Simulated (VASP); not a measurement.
# Ge (Imma) in VASP: a series of runs

Runs on Ge. Level: r2SCAN. Tasks: single point.

Program: VASP 6.6.1. These are calculated values, not measurements. Logs are shortened: lines on timing, memory, paths and dates and some standing lists are left out, and cuts for length are marked.

**1. The cell of the first run**

The structure is orthorhombic, space group Imma (No. 74). The conventional cell has a = 4.992 Å, b = 5.302 Å, c = 2.874 Å, α = 90.00°, β = 90.00°, γ = 90.00°. Within 3.5 Å of Ge (site symmetry mm2) lie 8 Ge at 2.68 to 3.08 Å.

**2. Single point, r2SCAN**

Input file POSCAR:

```
Ge
1.0
   -2.4958980000      2.6508630000      1.4369470000
    2.4958980000     -2.6508630000      1.4369470000
    2.4958980000      2.6508630000     -1.4369470000
Ge
2
Direct
    0.1859430000      0.9359430000      0.2500000000
    0.8140570000      0.0640570000      0.7500000000
```

Input file INCAR.step1:

```
PREC     = Accurate       # precision mode
ENCUT    = 520            # plane-wave cutoff, eV
ISMEAR   = -1             # smearing method
SIGMA    = 0.15           # smearing width, eV
LREAL    = F              # projectors in reciprocal space
LASPH    = T              # aspherical terms in the spheres
NELM     = 80             # most SCF steps
NBANDS   = 21             # bands
GGA      = PE             # functional
ALGO     = Normal         # electronic algorithm
EDIFF    = 1E-4           # SCF threshold, eV
LWAVE    = T              # write WAVECAR
LCHARG   = F              # write CHGCAR
```

Input file INCAR.step2:

```
PREC     = Accurate       # precision mode
ENCUT    = 520            # plane-wave cutoff, eV
EDIFF    = 1E-6           # SCF threshold, eV
ISMEAR   = -1             # smearing method
SIGMA    = 0.15           # smearing width, eV
LREAL    = F              # projectors in reciprocal space
LASPH    = T              # aspherical terms in the spheres
NELM     = 80             # most SCF steps
ALGO     = Normal         # electronic algorithm
ISIF     = 2              # what is computed and relaxed
LWAVE    = F              # write WAVECAR
LCHARG   = F              # write CHGCAR
METAGGA  = R2SCAN         # meta-GGA
LMIXTAU  = T            
NBANDS   = 21             # bands
ISTART   = 1
```

Input file KPOINTS:

```
Automatic mesh
0
Gamma
  3 3 3
```

Potentials or basis: VASP PAW PBE potentials, release 64 (Ge_d).

Run with:

```
> cat potpaw_PBE.64/Ge_d/POTCAR > POTCAR
> cp INCAR.step1 INCAR
> mpirun -np 1 vasp_std > vasp.out
> cp INCAR.step2 INCAR
> mpirun -np 1 vasp_std > vasp.out
```

OUTCAR:

```text
PREC = Accurate
   ENCUT = 520
   EDIFF = 1E-6
   ISMEAR = -1
   LREAL = F
   LASPH = T
   NELM = 80
   ISIF = 2
   METAGGA = R2SCAN
   ISTART = 1

 ion  position               nearest neighbor table
   1  0.186  0.936  0.250-   2 2.68   2 2.68   2 2.72   2 2.72
   2  0.814  0.064  0.750-   1 2.68   1 2.68   1 2.72   1 2.72

  LATTYP: Found a body centered orthorhombic cell.
 ALAT       =     2.8738940000
 B/A-ratio  =     1.7369450648
 C/A-ratio  =     1.8447882907

  Lattice vectors:

 A1 = (   2.4958980000,  -2.6508630000,   1.4369470000)
 A2 = (  -2.4958980000,  -2.6508630000,  -1.4369470000)
 A3 = (   2.4958980000,   2.6508630000,  -1.4369470000)

Analysis of symmetry for initial positions (statically):
=====================================================================
 Subroutine PRICEL returns:
 Original cell was already a primitive cell.

 Routine SETGRP: Setting up the symmetry group for a
 body centered orthorhombic supercell.

 Subroutine GETGRP returns: Found  8 space group operations
 (whereof  4 operations were pure point group operations)
 out of a pool of  8 trial point group operations.

The static configuration has the point symmetry C_2h.
 The point group associated with its full space group is D_2h.

Analysis of symmetry for dynamics (positions and initial velocities):
=====================================================================
 Subroutine PRICEL returns:
 Original cell was already a primitive cell.

 Routine SETGRP: Setting up the symmetry group for a
 body centered orthorhombic supercell.

 Subroutine GETGRP returns: Found  8 space group operations
 (whereof  4 operations were pure point group operations)
 out of a pool of  8 trial point group operations.

The dynamic configuration has the point symmetry C_2h.
 The point group associated with its full space group is D_2h.

 Subroutine INISYM returns: Found  8 space group operations
 (whereof  4 operations are pure point group operations),
 and found     1 'primitive' translations

----------------------------------------------------------------------------------------

[... 65 lines left out ...]
 SYSTEM =  unknown system
   PREC   = accura    normal or accurate (medium, high low for compatibility)
   ISTART =      1    job   : 0-new  1-cont  2-samecut
   ICHARG =      0    charge: 1-file 2-atom 10-const
   ISPIN  =      1    spin polarized calculation?
   LNONCOLLINEAR =      F non collinear calculations
   LSORBIT =      F    spin-orbit coupling
   LASPH  =      T    aspherical Exc in radial PAW
   ENCUT  =  520.0 eV  38.22 Ry    6.18 a.u.   7.28  7.28  7.28*2*pi/ulx,y,z
   NELM   =     80;   NELMIN=  2; NELMDL=  0     # of ELM steps
   EDIFF  = 0.1E-05   stopping-criterion for ELM
   LREAL  =      F    real-space projection
   EDIFFG = 0.1E-04   stopping-criterion for IOM
   NSW    =      0    number of steps for IOM
   IBRION =     -1    ionic relax: 0-MD 1-quasi-New 2-CG
   NFREE  =      0    steps in history (QN), initial steepest desc. (CG)
   ISIF   =      2    stress and relaxation
   ISYM   =      2    0-nonsym 1-usesym 2-fastsym
   POTIM  = 0.5000    time-step for ionic-motion
   TEBEG  =    0.0;   TEEND  =   0.0 temperature during run
   PSTRESS=    0.0 pullay stress
   NELECT =      28.0000    total number of electrons
   NUPDOWN=      -1.0000    fix difference up-down
   EMIN   =  10.00;   EMAX   =-10.00  energy-range for DOS
   EFERMI =   0.00;   METHOD = LEGACY
   ISMEAR =    -1;   SIGMA  =   0.15  broadening in eV -4-tet -1-fermi 0-gaus
   EFERMI_NEDOS =   21; number of points for ismear=-14 and -15
   IALGO  =     38    algorithm
   IMIX   =      4    mixing-type and parameters
     AMIX     =   0.40;   BMIX     =  1.00
     AMIX_MAG =   1.60;   BMIX_MAG =  1.00
  volume/ion in A,a.u.               =      19.01       128.32
  Fermi-wavevector in a.u.,A,eV,Ry     =   1.478277  2.793539 29.732860  2.185304
  Thomas-Fermi vector in A             =   2.592578
   LORBIT       =      0    0 simple, 1 ext, 2 COOP (PROOUT), +10 PAW based schemes
   METAGGA = R2SCAN    functional components
   LHFCALC =     F    Hartree Fock is set to
   AEXX    =    0.0000 exact exchange contribution
   IVDW    =     0    specifies the selected vdW correction
   LEPSILON=     F    determine dielectric tensor
   LRPA    =     F    only Hartree local field effects (RPA)
 non-spin polarized calculation
  energy-cutoff  :      520.00
  volume of cell :       38.03
 maximum number of plane-waves:      1044
 NGX is ok and might be reduce to    30
   NGX = 15   NGY = 15   NGZ = 15

 number of electron      28.0000014 magnetization

 Free energy of the ion-electron system (eV)
  ---------------------------------------------------
  ext. energy  EPLUGINS =         0.00000000
  ---------------------------------------------------
  free energy    TOTEN  =       -26.87141107 eV

  energy without entropy =      -26.82935681  energy(sigma->0) =      -26.85038394

 E-fermi :   6.1849     XC(G=0): -12.2356

 val. band max:        6.1734451015   @ k =   0.0000   0.3333  -0.0000
 cond. band min:       6.9798980723   @ k =   0.3333   0.3333   0.0000
 fundamental gap:      0.8064529708
 Fermi energy:         6.1848882717

 k-point     1 :       0.0000    0.0000    0.0000
  band No.  band energies     occupation
      1     -19.1016      2.00000
      2     -19.0348      2.00000
      3     -19.0334      2.00000
      4     -19.0196      2.00000
      5     -18.9952      2.00000
      6     -18.9396      2.00000
[... 181 lines left out ...]
     20      19.2778      0.00000
     21      23.2909      0.00000

------------------------ aborting loop because EDIFF is reached ----------------------------------------

  FORCE on cell =-STRESS in cart. coord.  units (eV):
  Direction    XX          YY          ZZ          XY          YZ          ZX
  --------------------------------------------------------------------------------------
  -------------------------------------------------------------------------------------
  Total       -3.5435677     -0.2859733      1.4721793      0.0000000      0.0000000      0.0000000
  in kB     -149.2919727    -12.0481728     62.0235229      0.0000000      0.0000000      0.0000000
  external PRESSURE =     -33.1055409 kB  Pullay stress =       0.0000000 kB

 VOLUME and BASIS-vectors are now :
 -----------------------------------------------------------------------------
  energy-cutoff  :      520.00
  volume of cell :       38.03
      direct lattice vectors                 reciprocal lattice vectors
    -2.495898000  2.650863000  1.436947000     0.000000000  0.188617820  0.347959946
     2.495898000 -2.650863000  1.436947000     0.200328699  0.000000000  0.347959946
     2.495898000  2.650863000 -1.436947000     0.200328699  0.188617820  0.000000000

 POSITION                                       TOTAL-FORCE (eV/Angst)
 -----------------------------------------------------------------------------------
      2.49590     -1.32543      1.25285         0.000000      0.000000      0.109394
      0.00000      3.97629      0.18409        -0.000000     -0.000000     -0.109394
 -----------------------------------------------------------------------------------
    total drift:                                0.000000      0.000000     -0.000000

  FREE ENERGIE OF THE ION-ELECTRON SYSTEM (eV)
  ---------------------------------------------------
  free  energy   TOTEN  =       -26.8714110663 eV

  energy  without entropy=      -26.8293568089  energy(sigma->0) =      -26.85038394
```

OUTCAR.step1:

```text
PREC = Accurate
   ENCUT = 520
   ISMEAR = -1
   LREAL = F
   LASPH = T
   NELM = 80
[... 396 lines left out ...]
 -----------------------------------------------------------------------------------
      2.49590     -1.32543      1.25285         0.000000      0.000000      0.107671
      0.00000      3.97629      0.18409        -0.000000     -0.000000     -0.107671
 -----------------------------------------------------------------------------------
    total drift:                                0.000000      0.000000     -0.000000

  FREE ENERGIE OF THE ION-ELECTRON SYSTEM (eV)
  ---------------------------------------------------
  free  energy   TOTEN  =        -8.3955806211 eV

  energy  without entropy=       -8.3445977581  energy(sigma->0) =       -8.37008919
```

OSZICAR.step1:

```text
N       E                     dE             d eps       ncg     rms          rms(c)
DAV:   1     0.171579935539E+03    0.17158E+03   -0.14244E+04   371   0.373E+03
DAV:   2     0.150216223923E+02   -0.15656E+03   -0.15168E+03   336   0.569E+02
DAV:   3    -0.777378185272E+01   -0.22795E+02   -0.22614E+02   391   0.131E+02
DAV:   4    -0.840392864144E+01   -0.63015E+00   -0.62979E+00   394   0.256E+01
DAV:   5    -0.841317623445E+01   -0.92476E-02   -0.92472E-02   391   0.334E+00    0.209E+00
DAV:   6    -0.840001967623E+01    0.13157E-01   -0.21857E-02   452   0.254E+00    0.118E+00
DAV:   7    -0.839567615319E+01    0.43435E-02   -0.17278E-02   455   0.197E+00    0.122E-01
DAV:   8    -0.839557652114E+01    0.99632E-04   -0.26310E-03   440   0.885E-01    0.402E-02
DAV:   9    -0.839558062108E+01   -0.40999E-05   -0.66284E-05   263   0.115E-01
   1 F= -.83955806E+01 E0= -.83700892E+01  d E =-.509829E-01
```

It took 26 s on 1 thread of Intel Xeon Platinum 8375C at 2.90GHz (Ice Lake), shared host; peak memory 0.16 GiB.

What came out:

- Free energy: -26.8714 eV
- Pressure: -3.3 GPa
- Largest force: 0.109 eV/Å
- Band gap on the k mesh: zero (band 14 reaches 7.19 eV, above the bottom of band 15 at 2.81 eV)

Forces on the atoms (eV/Å):
```
Ge   0.000  0.000  0.109
Ge   0.000  0.000 -0.109
```

Levels at points of the mesh, in eV from the Fermi level:
| k point | band 12 | band 13 | band 14 | band 15 | band 16 | band 17 |
| --- | --- | --- | --- | --- | --- | --- |
| (0.00, 0.00, 0.00) | -3.62 | -2.37 | -1.83 | 4.18 | 7.52 | 7.78 |

Caveat: the k points lie up to 0.84 Å⁻¹ apart; the PAW data sets were made with another functional, which shifts forces and pressure a little.

**3. Single point, r2SCAN**

POSCAR is that of step 2.

Input file INCAR.step1:

```
SYSTEM = Ge
PREC = Accurate ; ENCUT = 520
ISMEAR = -1 ; SIGMA = 0.15
LREAL = .False. ; LASPH = .True.
NELM = 60 ; NBANDS = 21
GGA = PE ; ALGO = Normal
EDIFF = 1E-4 ; LWAVE = .True.
LCHARG = .False.
```

Input file INCAR.step2:

```
SYSTEM = Ge
PREC = Accurate ; ENCUT = 520
EDIFF = 1E-7 ; ISMEAR = -1
SIGMA = 0.15 ; LREAL = .False.
LASPH = .True. ; NELM = 60
ALGO = Normal ; ISIF = 2
LWAVE = .False. ; LCHARG = .False.
METAGGA = R2SCAN ; LMIXTAU = .True.
NBANDS = 21 ; ISTART = 1
```

Input file KPOINTS:

```
regular mesh
0
Gamma
  5 5 5
  0 0 0
```

Potentials or basis: VASP PAW PBE potentials, release 64 (Ge_d).

Run with:

```
> cat potpaw_PBE.64/Ge_d/POTCAR > POTCAR
> cp INCAR.step1 INCAR
> mpirun -np 1 vasp_std > vasp.out
> cp INCAR.step2 INCAR
> mpirun -np 1 vasp_std > vasp.out
```

It took 78 s on 1 thread of Intel Xeon Platinum 8375C at 2.90GHz (Ice Lake), shared host; peak memory 0.17 GiB.

It converged, with:

```yaml
Free_energy: -26.9842 eV
Pressure: -0.5 GPa
Largest_force: 0.119 eV/Å
Band_gap_on_the_k_mesh: zero (band 14 reaches 8.94 eV, above the bottom of band 15 at 4.43 eV)
```

Forces in eV/Å, atoms in the order of the input:
```
Ge   0.000  0.000 -0.119
Ge   0.000  0.000  0.119
```

Stress tensor (GPa, compression positive):
```
 2.35  0.00  0.00
 0.00 -0.27  0.00
 0.00  0.00 -3.56
```

Levels at points of the mesh, in eV from the Fermi level:
| k point | band 12 | band 13 | band 14 | band 15 | band 16 | band 17 |
| --- | --- | --- | --- | --- | --- | --- |
| (0.00, 0.00, 0.00) | -3.77 | -2.49 | -1.99 | 4.02 | 7.38 | 7.65 |

Caveat: the k points lie up to 0.50 Å⁻¹ apart; the PAW data sets were made with another functional, which shifts forces and pressure a little.
